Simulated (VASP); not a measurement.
Write the native input for VASP 6.6.1 that does the following.

```
Task                   : single point
Functional             : PBEsol
Potentials or basis    : VASP PAW PBE potentials, release 64 (Ir)
Cutoff                 : 520 eV
k mesh                 : 6 × 6 × 4
Occupations            : gaussian, width 0.1 eV
Spin                   : no spin polarisation
Dipole correction      : no
Further INCAR settings : ALGO = Fast; EDIFF = 1e-06; NBANDS = 16
```

The structure of Ir lies in POSCAR:

```
Ir
1.0
    2.7311888089      0.0000000000      0.0000000000
   -1.3655944044      2.3652788910      0.0000000000
    0.0000000000      0.0000000000      4.3691682642
Ir
2
Direct
    0.3333333333      0.6666666667      0.2500000000
    0.6666666667      0.3333333333      0.7500000000
```

This isn't the form of Ir at room conditions, which is fcc.

The input as run:

INCAR

```
SYSTEM = Ir
PREC = Accurate
ENCUT = 520
EDIFF = 1E-6
ISMEAR = 0
SIGMA = 0.1
LREAL = .False.
LASPH = .True.
NELM = 60
ALGO = Fast
ISIF = 2
LWAVE = .False.
LCHARG = .False.
GGA = PS
NBANDS = 16
```

KPOINTS

```
Automatic mesh
0
Gamma
  6 6 4
  0 0 0
```

Potentials or basis: VASP PAW PBE potentials, release 64 (Ir).

Run with:

```console
$ cat potpaw_PBE.64/Ir/POTCAR > POTCAR
$ mpirun -np 1 vasp_std > vasp.out
```

Results of the run:

The pressure is 1.0 GPa and the band gap on the k mesh is zero (bands 9 and 10 overlap by 3.38 eV).

Caveat: the k points lie up to 0.44 Å⁻¹ apart, too coarse for converged energies and pressures of a metal; the PAW data sets were made with another functional, which shifts forces and pressure a little; spin-orbit coupling is left out, which moves the levels of the heavy elements.

Run time: 9.7 s on 1 thread of Intel(R) Xeon(R) Platinum 8488C (Sapphire Rapids), on a shared host, peak memory 0.13 GiB.
